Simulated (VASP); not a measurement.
# CdS in VASP: a series of runs

CdS is run at these levels: PBE; tasks: electric field gradients.

Everything below comes from runs of VASP 6.6.1. Logs are shortened: lines on timing, memory, paths and dates and some standing lists are left out, and cuts for length are marked.

### 1 The cell of the first run

The structure is tetragonal, space group I-4m2 (No. 119). Conventional cell: a = 4.245 Å, b = 4.245 Å, c = 5.886 Å, α = 90.00°, β = 90.00°, γ = 90.00°. Within 3.4 Å of Cd (site symmetry -4m2) lie 4 S at 2.58 Å. Within 3.4 Å of S (site symmetry -4m2) lie 4 Cd at 2.58 Å.

### 2 Electric field gradients, PBE (equal xx and yy strain of +2 %)

INCAR reads:

```
SYSTEM = CdS
PREC = Accurate
ENCUT = 520
EDIFF = 1E-8
ISMEAR = -1
SIGMA = 0.02
LREAL = .False.
LASPH = .True.
NELM = 60
ALGO = Normal
ISIF = 2
LWAVE = .False.
LCHARG = .False.
GGA = PE
LEFG = .True.
NBANDS = 16
```

KPOINTS reads:

```
regular mesh
0
Gamma
  7 7 7
  0 0 0
```

POSCAR reads:

```
CdS
1.0
    0.0000000000      3.0018125342      2.9429534649
    3.0018125342      0.0000000000      2.9429534649
    3.0018125342      3.0018125342      0.0000000000
Cd S
1 1
Direct
    0.0000000000      0.0000000000      0.0000000000
    0.7500000000      0.7500000000      0.7500000000
```

Potentials or basis: VASP PAW PBE potentials, release 64 (Cd, S).

Started as:

```sh
cat potpaw_PBE.64/Cd/POTCAR potpaw_PBE.64/S/POTCAR > POTCAR
mpirun -np 1 vasp_std > vasp.out
```

OUTCAR:

```text
SYSTEM = CdS
   PREC = Accurate
   ENCUT = 520
   EDIFF = 1E-8
   ISMEAR = -1
   LREAL = .False.
   LASPH = .True.
   NELM = 60
   ISIF = 2
   GGA = PE

 ion  position               nearest neighbor table
   1  0.000  0.000  0.000-   2 2.58   2 2.58   2 2.58   2 2.58
   2  0.750  0.750  0.750-   1 2.58   1 2.58   1 2.58   1 2.58

  LATTYP: Found a body centered tetragonal cell.
 ALAT       =     4.2452039976
 C/A-ratio  =     1.3864838847

  Lattice vectors:

 A1 = (   0.0000000000,  -3.0018125342,  -2.9429534649)
 A2 = (   0.0000000000,   3.0018125342,  -2.9429534649)
 A3 = (   3.0018125342,   0.0000000000,   2.9429534649)

Analysis of symmetry for initial positions (statically):
=====================================================================
 Subroutine PRICEL returns:
 Original cell was already a primitive cell.

 Routine SETGRP: Setting up the symmetry group for a
 body centered tetragonal supercell.

 Subroutine GETGRP returns: Found  8 space group operations
 (whereof  8 operations were pure point group operations)
 out of a pool of 16 trial point group operations.

The static configuration has the point symmetry D_2d.

Analysis of symmetry for dynamics (positions and initial velocities):
=====================================================================
 Subroutine PRICEL returns:
 Original cell was already a primitive cell.

 Routine SETGRP: Setting up the symmetry group for a
 body centered tetragonal supercell.

 Subroutine GETGRP returns: Found  8 space group operations
 (whereof  8 operations were pure point group operations)
 out of a pool of 16 trial point group operations.

The dynamic configuration has the point symmetry D_2d.

 Subroutine INISYM returns: Found  8 space group operations
 (whereof  8 operations are pure point group operations),
 and found     1 'primitive' translations

----------------------------------------------------------------------------------------

                                     Primitive cell

  volume of cell :      53.0372

  direct lattice vectors                    reciprocal lattice vectors
     0.000000000  3.001812534  2.942953465    -0.166566031  0.166566031  0.169897352
     3.001812534  0.000000000  2.942953465     0.166566031 -0.166566031  0.169897352
     3.001812534  3.001812534  0.000000000     0.166566031  0.166566031 -0.169897352

  length of vectors
     4.203790383  4.203790383  4.245203998     0.290436905  0.290436905  0.290436905

  position of ions in fractional coordinates (direct lattice)
     0.000000000  0.000000000  0.000000000
     0.750000000  0.750000000  0.750000000

  ion indices of the primitive-cell ions
   primitive index   ion index
                 1           1
                 2           2

----------------------------------------------------------------------------------------

 KPOINTS: regular mesh

Automatic generation of k-mesh.
 Grid dimensions read from file:
 generate k-points for:    7    7    7

 Generating k-lattice:

  Cartesian coordinates                     Fractional coordinates (reciprocal lattice)
    -0.023795147  0.023795147  0.024271050     0.142857143  0.000000000  0.000000000
     0.023795147 -0.023795147  0.024271050     0.000000000  0.142857143  0.000000000
     0.023795147  0.023795147 -0.024271050     0.000000000  0.000000000  0.142857143

  Length of vectors
     0.041490986  0.041490986  0.041490986

  Shift w.r.t. Gamma in fractional coordinates (k-lattice)
     0.000000000  0.000000000  0.000000000

 Subroutine IBZKPT returns following result:
 ===========================================

 Found     40 irreducible k-points:

 Following reciprocal coordinates:
            Coordinates               Weight
  0.000000  0.000000  0.000000      1.000000
  0.142857 -0.000000  0.000000      8.000000
  0.285714  0.000000  0.000000      8.000000
  0.428571  0.000000  0.000000      8.000000
  0.142857  0.142857  0.000000      2.000000
  0.285714  0.142857  0.000000      8.000000
[... 16 lines left out ...]
  0.428571  0.285714  0.142857      8.000000
 -0.428571  0.285714  0.142857     16.000000
 [... further k-points ...]
   k-points           NKPTS =     40   k-points in BZ     NKDIM =     40   number of bands    NBANDS=     16
   number of dos      NEDOS =    301   number of ions     NIONS =      2
   total plane-waves  NPLWV =  32768
   dimension x,y,z NGX =    32 NGY =   32 NGZ =   32
   dimension x,y,z NGXF=    64 NGYF=   64 NGZF=   64
   ions per type =               1   1
   NGX,Y,Z   is equivalent  to a cutoff of  12.65, 12.65, 12.53 a.u.
   NGXF,Y,Z  is equivalent  to a cutoff of  25.31, 25.31, 25.06 a.u.
 SYSTEM =  CdS
   PREC   = accura    normal or accurate (medium, high low for compatibility)
   ISTART =      0    job   : 0-new  1-cont  2-samecut
   ICHARG =      2    charge: 1-file 2-atom 10-const
   ISPIN  =      1    spin polarized calculation?
   LNONCOLLINEAR =      F non collinear calculations
   LSORBIT =      F    spin-orbit coupling
   LASPH  =      T    aspherical Exc in radial PAW
   ENCUT  =  520.0 eV  38.22 Ry    6.18 a.u.   7.82  7.82  7.89*2*pi/ulx,y,z
   NELM   =     60;   NELMIN=  2; NELMDL= -5     # of ELM steps
   EDIFF  = 0.1E-07   stopping-criterion for ELM
   LREAL  =      F    real-space projection
   EDIFFG = 0.1E-06   stopping-criterion for IOM
   NSW    =      0    number of steps for IOM
   IBRION =     -1    ionic relax: 0-MD 1-quasi-New 2-CG
   NFREE  =      0    steps in history (QN), initial steepest desc. (CG)
   ISIF   =      2    stress and relaxation
   ISYM   =      2    0-nonsym 1-usesym 2-fastsym
   POTIM  = 0.5000    time-step for ionic-motion
   TEBEG  =    0.0;   TEEND  =   0.0 temperature during run
   PSTRESS=    0.0 pullay stress
   NELECT =      18.0000    total number of electrons
   NUPDOWN=      -1.0000    fix difference up-down
   EMIN   =  10.00;   EMAX   =-10.00  energy-range for DOS
   EFERMI =   0.00;   METHOD = LEGACY
   ISMEAR =    -1;   SIGMA  =   0.02  broadening in eV -4-tet -1-fermi 0-gaus
   EFERMI_NEDOS =   21; number of points for ismear=-14 and -15
   IALGO  =     38    algorithm
   IMIX   =      4    mixing-type and parameters
     AMIX     =   0.40;   BMIX     =  1.00
     AMIX_MAG =   1.60;   BMIX_MAG =  1.00
  volume/ion in A,a.u.               =      26.52       178.96
  Fermi-wavevector in a.u.,A,eV,Ry     =   1.141928  2.157932 17.741999  1.304000
  Thomas-Fermi vector in A             =   2.278627
   LORBIT       =      0    0 simple, 1 ext, 2 COOP (PROOUT), +10 PAW based schemes
   GGA     = PE    functional components
[... 5 lines left out ...]
 non-spin polarized calculation
  energy-cutoff  :      520.00
  volume of cell :       53.04
 maximum number of plane-waves:      1439
   NGX = 15   NGY = 15   NGZ = 15

 number of electron      17.9999995 magnetization

 Free energy of the ion-electron system (eV)
  ---------------------------------------------------
  ext. energy  EPLUGINS =         0.00000000
  ---------------------------------------------------
  free energy    TOTEN  =        -6.14464292 eV

  energy without entropy =       -6.14464292  energy(sigma->0) =       -6.14464292

 E-fermi :   1.2541     XC(G=0):  -8.8412

 val. band max:        0.8034666404   @ k =   0.0000   0.0000   0.0000
 cond. band min:       1.7671509307   @ k =   0.0000   0.0000   0.0000
 fundamental gap:      0.9636842903
 Fermi energy:         1.2540818537

 k-point     1 :       0.0000    0.0000    0.0000
  band No.  band energies     occupation
      1     -11.2149      2.00000
      2      -6.7486      2.00000
      3      -6.7486      2.00000
      4      -6.7380      2.00000
      5      -6.3542      2.00000
      6      -6.3488      2.00000
[... 8 lines left out ...]
     15      12.0118      0.00000
     16      12.2692      0.00000

 k-point     2 :       0.1429   -0.0000    0.0000
  band No.  band energies     occupation
      1     -11.1462      2.00000
      2      -6.7248      2.00000
      3      -6.7180      2.00000
      4      -6.6775      2.00000
      5      -6.3540      2.00000
      6      -6.3503      2.00000
[... 8 lines left out ...]
     15      11.5597      0.00000
     16      12.4928      0.00000
[... 387 lines left out ...]
      5      -6.3216      2.00000
      6      -6.2143      2.00000
[... 8 lines left out ...]
     15      13.0953      0.00000
     16      14.4500      0.00000

 k-point    24 :      -0.4286    0.2857    0.1429
  band No.  band energies     occupation
      1     -10.7920      2.00000
      2      -6.5980      2.00000
      3      -6.5687      2.00000
      4      -6.3944      2.00000
      5      -6.3233      2.00000
      6      -5.9573      2.00000
[... 8 lines left out ...]
     15      12.9018      0.00000
     16      14.0014      0.00000

 [... further k-points ...]
[... 5 lines left out ...]
  --------------------------------------------------------------------------------------
  -------------------------------------------------------------------------------------
  Total       -0.2772808     -0.2772808     -0.1485745      0.0000000      0.0000000      0.0000000
  in kB       -8.3762558     -8.3762558     -4.4882216      0.0000000      0.0000000      0.0000000
  external PRESSURE =      -7.0802444 kB  Pullay stress =       0.0000000 kB

 VOLUME and BASIS-vectors are now :
 -----------------------------------------------------------------------------
  energy-cutoff  :      520.00
  volume of cell :       53.04
      direct lattice vectors                 reciprocal lattice vectors
     0.000000000  3.001812534  2.942953465    -0.166566031  0.166566031  0.169897352
     3.001812534  0.000000000  2.942953465     0.166566031 -0.166566031  0.169897352
     3.001812534  3.001812534  0.000000000     0.166566031  0.166566031 -0.169897352

 POSITION                                       TOTAL-FORCE (eV/Angst)
 -----------------------------------------------------------------------------------
      0.00000      0.00000      0.00000        -0.000000     -0.000000      0.000000
      4.50272      4.50272      4.41443         0.000000      0.000000     -0.000000
 -----------------------------------------------------------------------------------
    total drift:                                0.000001      0.000001      0.000000

  FREE ENERGIE OF THE ION-ELECTRON SYSTEM (eV)
  ---------------------------------------------------
  free  energy   TOTEN  =        -6.1446429191 eV

  energy  without entropy=       -6.1446429191  energy(sigma->0) =       -6.14464292

 Electric field gradients (V/A^2)
---------------------------------------------------------------------
 ion       V_xx      V_yy      V_zz      V_xy      V_xz      V_yz
---------------------------------------------------------------------
   1      -2.868    -2.868     5.737     0.000     0.001     0.001
   2       1.842     1.842    -3.684    -0.000    -0.001    -0.001
---------------------------------------------------------------------

 Electric field gradients after diagonalization (V/A^2)
 (convention: |V_zz| > |V_xx| > |V_yy|)
----------------------------------------------------------------------
 ion       V_xx      V_yy      V_zz     asymmetry (V_yy - V_xx)/ V_zz
----------------------------------------------------------------------
   1      -2.868    -2.868     5.737       0.000
   2       1.843     1.842    -3.684       0.000
----------------------------------------------------------------------

           NMR quadrupolar parameters

 Cq : quadrupolar parameter    Cq=e*Q*V_zz/h
 eta: asymmetry parameters     (V_yy - V_xx)/ V_zz
 Q  : nuclear electric quadrupole moment in mb (millibarn)
----------------------------------------------------------------------
 ion       Cq(MHz)       eta       Q (mb)
----------------------------------------------------------------------
   1       0.014       0.000       1.000
   2      -0.009       0.000       1.000
----------------------------------------------------------------------
```

It took 15 s on 1 thread of Intel Xeon 6975P-C (Granite Rapids), shared host; peak memory 0.18 GiB.

Results:

| Item | Value |
| --- | --- |
| Free energy | -6.1446 eV |
| Pressure | -0.7 GPa |
| Band gap on the k mesh | 0.96 eV, direct |

Electric field gradients, principal values (V/Å²):
```
atom   least  middle  greatest (by size)
1 Cd  -2.868  -2.868               5.737
 2 S   1.842   1.843              -3.684
```

Caveat: the cell differs from its parent crystal (equal xx and yy strain of +2 %); without QUAD_EFG the Cq values of the log hold for a quadrupole moment of 1 mb, not for the nuclei.

### 3 Electric field gradients, PBE (volume scaled by 0.94)

INCAR reads:

```
SYSTEM = CdS
PREC = Accurate
ENCUT = 520
EDIFF = 1E-8
ISMEAR = -1
SIGMA = 0.02
LREAL = .FALSE.
LASPH = .TRUE.
NELM = 100
ALGO = Normal
ISIF = 2
LWAVE = .FALSE.
LCHARG = .FALSE.
GGA = PE
LEFG = .TRUE.
NBANDS = 16
```

KPOINTS reads:

```
Automatic mesh
0
G
  7 7 7
  0 0 0
```

POSCAR reads:

```
CdS
1.0
    0.0000000000      2.8828763328      2.8828763328
    2.8828763328      0.0000000000      2.8828763328
    2.8828763328      2.8828763328      0.0000000000
Cd S
1 1
Direct
    0.0000000000      0.0000000000      0.0000000000
    0.7500000000      0.7500000000      0.7500000000
```

Potentials or basis: VASP PAW PBE potentials, release 64 (Cd, S).

Started as:

```sh
cat potpaw_PBE.64/Cd/POTCAR potpaw_PBE.64/S/POTCAR > POTCAR
mpirun -np 1 vasp_std > vasp.out
```

OUTCAR:

```text
SYSTEM = CdS
   PREC = Accurate
   ENCUT = 520
   EDIFF = 1E-8
   ISMEAR = -1
   LREAL = .FALSE.
   LASPH = .TRUE.
   NELM = 100
   ISIF = 2
   GGA = PE

 ion  position               nearest neighbor table
   1  0.000  0.000  0.000-   2 2.50   2 2.50   2 2.50   2 2.50
   2  0.750  0.750  0.750-   1 2.50   1 2.50   1 2.50   1 2.50

  LATTYP: Found a face centered cubic cell.
 ALAT       =     5.7657526656

  Lattice vectors:

 A1 = (   0.0000000000,   2.8828763328,   2.8828763328)
 A2 = (   2.8828763328,   0.0000000000,   2.8828763328)
[... 584 lines left out ...]
  ---------------------------------------------------
  free  energy   TOTEN  =        -6.0734679351 eV

  energy  without entropy=       -6.0734679351  energy(sigma->0) =       -6.07346794

 Electric field gradients (V/A^2)
---------------------------------------------------------------------
 ion       V_xx      V_yy      V_zz      V_xy      V_xz      V_yz
---------------------------------------------------------------------
   1      -0.000     0.000    -0.000    -0.002    -0.002    -0.002
   2       0.000     0.000     0.000    -0.000    -0.000    -0.000
---------------------------------------------------------------------

 Electric field gradients after diagonalization (V/A^2)
 (convention: |V_zz| > |V_xx| > |V_yy|)
----------------------------------------------------------------------
 ion       V_xx      V_yy      V_zz     asymmetry (V_yy - V_xx)/ V_zz
----------------------------------------------------------------------
   1       0.002     0.002    -0.004       0.000
   2       0.000     0.000    -0.000       0.000
----------------------------------------------------------------------

           NMR quadrupolar parameters

 Cq : quadrupolar parameter    Cq=e*Q*V_zz/h
 eta: asymmetry parameters     (V_yy - V_xx)/ V_zz
 Q  : nuclear electric quadrupole moment in mb (millibarn)
----------------------------------------------------------------------
 ion       Cq(MHz)       eta       Q (mb)
----------------------------------------------------------------------
   1      -0.000       0.000       1.000
   2      -0.000       0.000       1.000
----------------------------------------------------------------------
```

stdout:

```text
POSCAR found type information on POSCAR CdS
 POSCAR found :  2 types and       2 ions
 scaLAPACK will be used
 LDA part: xc-table for (Slater+PW92), standard interpolation
 POSCAR, INCAR and KPOINTS ok, starting setup
 FFT: planning ... GRIDC
 FFT: planning ... GRID_SOFT
 FFT: planning ... GRID
 WAVECAR not read
 entering main loop
ion   1

ion   2
```

Run time: 18 s. Hardware: 1 thread of Intel Xeon 6975P-C, shared host; peak memory 0.17 GiB.

What came out:

```yaml
Free_energy: -6.0735 eV
Pressure: 5.8 GPa
Band_gap_on_the_k_mesh: 1.22 eV, direct
```

Caveat: without QUAD_EFG the Cq values of the log hold for a quadrupole moment of 1 mb, not for the nuclei.

(Continued in part 2 of 2.)
